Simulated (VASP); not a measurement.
# BeSiSb2 (P-4m2) in VASP: single point with PBE0

Aim: the single point of BeSiSb2 with PBE0.

Program: VASP 6.6.1. These are calculated values, not measurements. Logs are shortened: lines on timing, memory, paths and dates and some standing lists are left out, and cuts for length are marked.

**1. The cell of the first run**

It takes space group P-4m2 (No. 115, tetragonal). The conventional cell has a = 4.122 Å, b = 4.122 Å, c = 5.779 Å, α = 90.00°, β = 90.00°, γ = 90.00°. Within 3.2 Å of Be (site symmetry -4m2) lie 4 Sb at 2.44 Å. Sb (site symmetry 2mm) has 2 Be at 2.44 Å and 2 Si at 2.60 Å within 3.2 Å. Within 3.4 Å of Si (site symmetry -4m2) lie 4 Sb at 2.60 Å.

**2. Single point, PBE0**

The input, POSCAR:

```
BeSiSb2
1.0
    4.1218505758      0.0000000000      0.0000000000
    0.0000000000      4.1218505758      0.0000000000
    0.0000000000      0.0000000000      5.7792125733
Be Sb Si
1 2 1
Direct
    0.0000000000      0.0000000000      0.0000000000
    0.0000000000      0.5000000000      0.2262088293
    0.5000000000      0.0000000000      0.7737911707
    0.5000000000      0.5000000000      0.5000000000
```

The input, INCAR.step1:

```
PREC     = Accurate       # precision mode
ENCUT    = 520            # plane-wave cutoff, eV
EDIFF    = 1E-5           # SCF threshold, eV
ISMEAR   = 0              # smearing method
SIGMA    = 0.01           # smearing width, eV
LREAL    = False          # projectors in reciprocal space
LASPH    = True           # aspherical terms in the spheres
NELM     = 80             # most SCF steps
ALGO     = Normal         # electronic algorithm
ISIF     = 2              # what is computed and relaxed
LWAVE    = True           # write WAVECAR
GGA      = PE             # functional
NBANDS   = 16             # bands
```

The input, INCAR.step2:

```
PREC     = Accurate       # precision mode
ENCUT    = 520            # plane-wave cutoff, eV
EDIFF    = 1E-7           # SCF threshold, eV
ISMEAR   = 0              # smearing method
SIGMA    = 0.01           # smearing width, eV
LREAL    = False          # projectors in reciprocal space
LASPH    = True           # aspherical terms in the spheres
NELM     = 80             # most SCF steps
ALGO     = Normal         # electronic algorithm
ISIF     = 2              # what is computed and relaxed
LWAVE    = False          # write WAVECAR
LCHARG   = True           # write CHGCAR
GGA      = PE             # functional
LHFCALC  = True           # exact exchange
AEXX     = 0.25           # exact-exchange fraction
PRECFOCK = Normal       
LELF     = True           # ELF
LVHAR    = True         
ISTART   = 1            
NBANDS   = 16             # bands
```

The input, KPOINTS:

```
Automatic mesh
0
Gamma
  4 4 4
```

Potentials or basis: VASP PAW PBE potentials, release 64 (Be, Sb, Si).

On the command line:

```
> cat potpaw_PBE.64/Be/POTCAR potpaw_PBE.64/Sb/POTCAR potpaw_PBE.64/Si/POTCAR > POTCAR
> cp INCAR.step1 INCAR
> mpirun -np 1 vasp_std > vasp.out
> cp INCAR.step2 INCAR
> mpirun -np 1 vasp_std > vasp.out
```

OUTCAR:

```text
PREC = Accurate
   ENCUT = 520
   EDIFF = 1E-7
   ISMEAR = 0
   LREAL = False
   LASPH = True
   NELM = 80
   ISIF = 2
   GGA = PE
   LHFCALC = True
   AEXX = 0.25
   PRECFOCK = Normal
   ISTART = 1

 ion  position               nearest neighbor table
   1  0.000  0.000  0.000-   2 2.44   3 2.44   2 2.44   3 2.44
   2  0.000  0.500  0.226-   1 2.44   1 2.44   4 2.60   4 2.60
   3  0.500  0.000  0.774-   1 2.44   1 2.44   4 2.60   4 2.60
   4  0.500  0.500  0.500-   2 2.60   3 2.60   3 2.60   2 2.60

  LATTYP: Found a simple tetragonal cell.
 ALAT       =     4.1218505758
 C/A-ratio  =     1.4020917224

  Lattice vectors:

 A1 = (   4.1218505758,   0.0000000000,   0.0000000000)
 A2 = (   0.0000000000,   4.1218505758,   0.0000000000)
 A3 = (   0.0000000000,   0.0000000000,   5.7792125733)

Analysis of symmetry for initial positions (statically):
=====================================================================
 Subroutine PRICEL returns:
 Original cell was already a primitive cell.

 Routine SETGRP: Setting up the symmetry group for a
 simple tetragonal supercell.

 Subroutine GETGRP returns: Found  8 space group operations
 (whereof  8 operations were pure point group operations)
 out of a pool of 16 trial point group operations.

The static configuration has the point symmetry D_2d.

Analysis of symmetry for dynamics (positions and initial velocities):
=====================================================================
 Subroutine PRICEL returns:
 Original cell was already a primitive cell.

 Routine SETGRP: Setting up the symmetry group for a
 simple tetragonal supercell.

 Subroutine GETGRP returns: Found  8 space group operations
 (whereof  8 operations were pure point group operations)
 out of a pool of 16 trial point group operations.

The dynamic configuration has the point symmetry D_2d.

 Subroutine INISYM returns: Found  8 space group operations
 (whereof  8 operations are pure point group operations),
 and found     1 'primitive' translations

----------------------------------------------------------------------------------------

                                     Primitive cell

  volume of cell :      98.1868

  direct lattice vectors                    reciprocal lattice vectors
     4.121850576  0.000000000  0.000000000     0.242609474  0.000000000  0.000000000
     0.000000000  4.121850576  0.000000000     0.000000000  0.242609474  0.000000000
[... 92 lines left out ...]
   PSTRESS=    0.0 pullay stress
   NELECT =      16.0000    total number of electrons
   NUPDOWN=      -1.0000    fix difference up-down
   EMIN   =  10.00;   EMAX   =-10.00  energy-range for DOS
   EFERMI =   0.00;   METHOD = LEGACY
   ISMEAR =     0;   SIGMA  =   0.01  broadening in eV -4-tet -1-fermi 0-gaus
   EFERMI_NEDOS =   21; number of points for ismear=-14 and -15
   IALGO  =     38    algorithm
   IMIX   =      1    mixing-type and parameters
     AMIX     =   0.40;   BMIX     =  1.00
     AMIX_MAG =   1.60;   BMIX_MAG =  1.00
  volume/ion in A,a.u.               =      24.55       165.65
  Fermi-wavevector in a.u.,A,eV,Ry     =   0.894191  1.689777 10.878920  0.799578
  Thomas-Fermi vector in A             =   2.016365
   LORBIT       =      0    0 simple, 1 ext, 2 COOP (PROOUT), +10 PAW based schemes
   GGA     = PE    functional components
   LHFCALC =     T    Hartree Fock is set to
   PRECFOCK=normal    Normal, Fast or Accurate (Low or Medium for compatibility)
   ENCUT4O =  -1.0   cutoff for four orbital integrals eV
   NKREDX  =     1    reduce k-point grid by
   NKREDY  =     1    reduce k-point grid by
   NKREDZ  =     1    reduce k-point grid by
   AEXX    =    0.2500 exact exchange contribution
   HFSCREEN=    0.0000 screening length (either q_TF or 0.3 A-1)
   HFSCREENC=   0.0000 screening length for correlation (either q_TF or 0.3 A-1)
   ENCUTFOCK=  -1.0 apply spherical cutoff to Coloumb kernel
   IVDW    =     0    specifies the selected vdW correction
   LEPSILON=     F    determine dielectric tensor
   LRPA    =     F    only Hartree local field effects (RPA)
 non-spin polarized calculation
 Gauss-broadening in eV      SIGMA  =   0.01
  energy-cutoff  :      520.00
  volume of cell :       98.19
 maximum number of plane-waves:      2669
 NGX is ok and might be reduce to    32
  NGX = 24; NGY = 24; NGZ = 36

 number of electron      15.9999999 magnetization

 Free energy of the ion-electron system (eV)
  ---------------------------------------------------
  ext. energy  EPLUGINS =         0.00000000
  ---------------------------------------------------
  free energy    TOTEN  =       -21.89268600 eV

  energy without entropy =      -21.89268600  energy(sigma->0) =      -21.89268600

 E-fermi :   5.0381     XC(G=0):  -7.1805

 val. band max:        4.9828591562   @ k =   0.0000   0.0000   0.0000
 cond. band min:       6.0591489016   @ k =   0.5000   0.5000   0.0000
 fundamental gap:      1.0762897455
 Fermi energy:         5.0380593544

 k-point     1 :       0.0000    0.0000    0.0000
  band No.  band energies     occupation
      1      -8.2495      2.00000
      2      -5.0727      2.00000
      3      -2.5094      2.00000
      4       1.6426      2.00000
      5       1.6426      2.00000
      6       4.8243      2.00000
[... 319 lines left out ...]
      3      -4.0860      2.00000
      4      -0.0589      2.00000
      5       0.0204      2.00000
      6       1.0579      2.00000
[... 8 lines left out ...]
     15      11.6921      0.00000
     16      13.0985      0.00000

------------------------ aborting loop because EDIFF is reached ----------------------------------------

  FORCE on cell =-STRESS in cart. coord.  units (eV):
  Direction    XX          YY          ZZ          XY          YZ          ZX
  --------------------------------------------------------------------------------------
  -------------------------------------------------------------------------------------
  Total       -0.6161979     -0.6161979     -1.0598046      0.0000000      0.0000000      0.0000000
  in kB      -10.0548975    -10.0548975    -17.2935128      0.0000000      0.0000000      0.0000000
  external PRESSURE =     -12.4677693 kB  Pullay stress =       0.0000000 kB

 VOLUME and BASIS-vectors are now :
 -----------------------------------------------------------------------------
  energy-cutoff  :      520.00
  volume of cell :       98.19
      direct lattice vectors                 reciprocal lattice vectors
     4.121850576  0.000000000  0.000000000     0.242609474  0.000000000  0.000000000
     0.000000000  4.121850576  0.000000000     0.000000000  0.242609474  0.000000000
     0.000000000  0.000000000  5.779212573     0.000000000  0.000000000  0.173033954

 POSITION                                       TOTAL-FORCE (eV/Angst)
 -----------------------------------------------------------------------------------
      0.00000      0.00000      0.00000         0.000000      0.000000     -0.000000
      0.00000      2.06093      1.30731         0.000000      0.000000      0.084352
      2.06093      0.00000      4.47190         0.000000     -0.000000     -0.084352
      2.06093      2.06093      2.88961        -0.000000      0.000000     -0.000000
 -----------------------------------------------------------------------------------
    total drift:                                0.000000     -0.000000      0.000000

  FREE ENERGIE OF THE ION-ELECTRON SYSTEM (eV)
  ---------------------------------------------------
  free  energy   TOTEN  =       -21.8926859992 eV

  energy  without entropy=      -21.8926859992  energy(sigma->0) =      -21.89268600
```

OUTCAR.step1:

```text
PREC = Accurate
   ENCUT = 520
   EDIFF = 1E-5
   ISMEAR = 0
   LREAL = False
[... 563 lines left out ...]
      0.00000      0.00000      0.00000         0.000000      0.000000      0.000000
      0.00000      2.06093      1.30731         0.000000      0.000000     -0.254302
      2.06093      0.00000      4.47190        -0.000000     -0.000000      0.254302
      2.06093      2.06093      2.88961         0.000000      0.000000      0.000000
 -----------------------------------------------------------------------------------
    total drift:                                0.000000      0.000000     -0.000000

  FREE ENERGIE OF THE ION-ELECTRON SYSTEM (eV)
  ---------------------------------------------------
  free  energy   TOTEN  =       -16.9969127546 eV

  energy  without entropy=      -16.9967364454  energy(sigma->0) =      -16.99682460
```

OSZICAR.step1:

```text
N       E                     dE             d eps       ncg     rms          rms(c)
DAV:   1     0.486586293784E+02    0.48659E+02   -0.55497E+03   576   0.797E+02
DAV:   2    -0.139359549301E+02   -0.62595E+02   -0.56129E+02   752   0.123E+02
DAV:   3    -0.174055387980E+02   -0.34696E+01   -0.34267E+01   776   0.331E+01
DAV:   4    -0.174442543634E+02   -0.38716E-01   -0.38706E-01   632   0.420E+00
DAV:   5    -0.174449238912E+02   -0.66953E-03   -0.66952E-03   808   0.594E-01    0.564E+00
DAV:   6    -0.170699872212E+02    0.37494E+00   -0.28211E-01   720   0.322E+00    0.335E+00
DAV:   7    -0.169967696751E+02    0.73218E-01   -0.27575E-01   768   0.262E+00    0.876E-01
DAV:   8    -0.169957480264E+02    0.10216E-02   -0.22011E-02   672   0.922E-01    0.152E-01
DAV:   9    -0.169965468889E+02   -0.79886E-03   -0.26028E-03   704   0.301E-01    0.643E-02
DAV:  10    -0.169968326017E+02   -0.28571E-03   -0.32767E-04   720   0.975E-02    0.311E-02
DAV:  11    -0.169969097349E+02   -0.77133E-04   -0.82788E-05   744   0.497E-02    0.718E-03
DAV:  12    -0.169969127546E+02   -0.30197E-05   -0.69564E-06   520   0.158E-02
   1 F= -.16996913E+02 E0= -.16996825E+02  d E =-.176309E-03
```

Wall time 39 min (1 thread of AMD EPYC 7R43 (Zen 3), shared host); peak memory 0.22 GiB.

Results:

| Quantity | Value |
| --- | --- |
| Free energy | -21.8927 eV |
| Pressure | -1.2 GPa |
| Largest force | 0.084 eV/Å |
| Band gap on the k mesh | 1.08 eV (least direct gap 1.60 eV) |

Forces on the atoms (eV/Å):
```
Be   0.000  0.000  0.000
Sb   0.000  0.000  0.084
Sb   0.000  0.000 -0.084
Si   0.000  0.000  0.000
```

Stress tensor (GPa, compression positive):
```
-1.01  0.00  0.00
 0.00 -1.01  0.00
 0.00  0.00 -1.73
```

Levels at points of the mesh, in eV from the valence-band top:
| k point | band 4 | band 5 | band 6 | band 7 | band 8 | band 9 | band 10 | band 11 | band 12 | band 13 |
| --- | --- | --- | --- | --- | --- | --- | --- | --- | --- | --- |
| (0.00, 0.00, 0.00) | -3.34 | -3.34 | -0.16 | 0.00 | 0.00 | 1.60 | 2.27 | 3.71 | 3.71 | 4.09 |
| (0.50, 0.00, 0.00) | -4.55 | -4.32 | -3.60 | -2.16 | -1.06 | 2.86 | 4.76 | 5.17 | 5.82 | 6.30 |
| (0.50, 0.50, 0.00) | -5.50 | -3.93 | -3.19 | -3.19 | -2.24 | 1.08 | 2.16 | 2.16 | 3.61 | 9.96 |
| (0.00, 0.00, 0.50) | -3.29 | -2.56 | -2.56 | -1.79 | -1.79 | 2.16 | 2.43 | 4.63 | 5.20 | 6.42 |
| (0.50, 0.00, 0.50) | -6.18 | -2.07 | -1.81 | -0.96 | -0.92 | 1.33 | 3.86 | 4.21 | 4.63 | 5.33 |
| (0.50, 0.50, 0.50) | -5.04 | -4.96 | -3.92 | -3.92 | -3.39 | 4.83 | 5.22 | 5.22 | 5.24 | 6.35 |

Caveat: the PAW data sets were made with another functional, which shifts forces and pressure a little; spin-orbit coupling is left out, which moves the levels of the heavy elements. A k mesh can miss the band edges.
